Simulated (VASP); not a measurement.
Write the native input for VASP 6.6.1 that does the following.

* Task: single point
* Functional: PBE
* Potentials or basis: VASP PAW PBE potentials, release 64 (Zr_sv, B)
* Cutoff: 520 eV
* k mesh: 10 × 10 × 8
* Occupations: gaussian, width 0.022 eV
* Spin: no spin polarisation
* Dipole correction: no
* Further INCAR settings: ALGO = Normal; EDIFF = 1e-06; NBANDS = 16

The structure of ZrB2 lies in POSCAR:

```
ZrB2
1.0
    3.1700000000      0.0000000000      0.0000000000
   -1.5850000000      2.7453005300      0.0000000000
    0.0000000000      0.0000000000      3.5330000000
Zr B
1 2
Direct
    0.0000000000      0.0000000000      0.0000000000
    0.6666666667      0.3333333333      0.5000000000
    0.3333333333      0.6666666667      0.5000000000
```

The input as run:

INCAR

```
ALGO = Normal
EDIFF = 1E-6
ENCUT = 520
GGA = PE
ISIF = 2
ISMEAR = 0
LASPH = T
LCHARG = F
LREAL = F
LWAVE = F
NBANDS = 16
NELM = 80
PREC = Accurate
SIGMA = 0.022
```

KPOINTS

```
k-points
0
Gamma
  10 10 8
```

Potentials or basis: VASP PAW PBE potentials, release 64 (Zr_sv, B).

Run with:

```console
$ cat potpaw_PBE.64/Zr_sv/POTCAR potpaw_PBE.64/B/POTCAR > POTCAR
$ mpirun -np 1 vasp_std > vasp.out
```

Results of the run:

```json
{
  "Pressure": "0.9 GPa",
  "Band gap on the k mesh": "zero (band 9 reaches 11.10 eV, above the bottom of band 10 at 10.29 eV)"
}
```

Run time: 44 s on 1 thread of Intel Xeon 8259CL, on a shared host, peak memory 0.16 GiB.
